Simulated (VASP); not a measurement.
**TiCo: single point with LDA**

The system is TiCo.

```
Co Ti
1.0
     3.04468    0.00000    0.00000
     0.00000    3.04468    0.00000
     0.00000    0.00000    3.04468
Co Ti
1 1
Direct
  0.50000 0.50000 0.50000
  0.00000 0.00000 0.00000
```

* Program: VASP 6.6.1
* Task: single point
* Functional: LDA
* Potentials or basis: VASP PAW LDA potentials, release 64 (Co, Ti_sv)
* Cutoff: 520 eV
* k mesh: 9 × 9 × 9
* Occupations: fermi-dirac, width 0.05 eV
* Spin: collinear spin, ferromagnetic start
* Starting moments: [2.0, 1.0] μB

```
Pressure                                              : -22.0 GPa
Net moment                                            : 0.48 μB per cell
Site moments                                          : Co +0.53; Ti -0.03 μB
Valence electrons inside the program's atomic spheres : Co 8.23; Ti 10.22
```

Levels at points of the mesh, in eV from the Fermi level:
Spin up:
| k point | band 7 | band 8 | band 9 | band 10 | band 11 | band 12 | band 13 | band 14 |
| --- | --- | --- | --- | --- | --- | --- | --- | --- |
| (0.00, 0.00, 0.00) | -3.62 | -1.53 | -1.53 | -1.53 | 0.57 | 0.57 | 2.48 | 2.48 |
Spin down:
| k point | band 7 | band 8 | band 9 | band 10 | band 11 | band 12 | band 13 | band 14 |
| --- | --- | --- | --- | --- | --- | --- | --- | --- |
| (0.00, 0.00, 0.00) | -3.33 | -1.20 | -1.20 | -1.20 | 0.81 | 0.81 | 2.53 | 2.53 |

It took 17 s on 1 thread of Intel(R) Xeon(R) 6975P-C (Granite Rapids), on a shared host, peak memory 0.15 GiB.
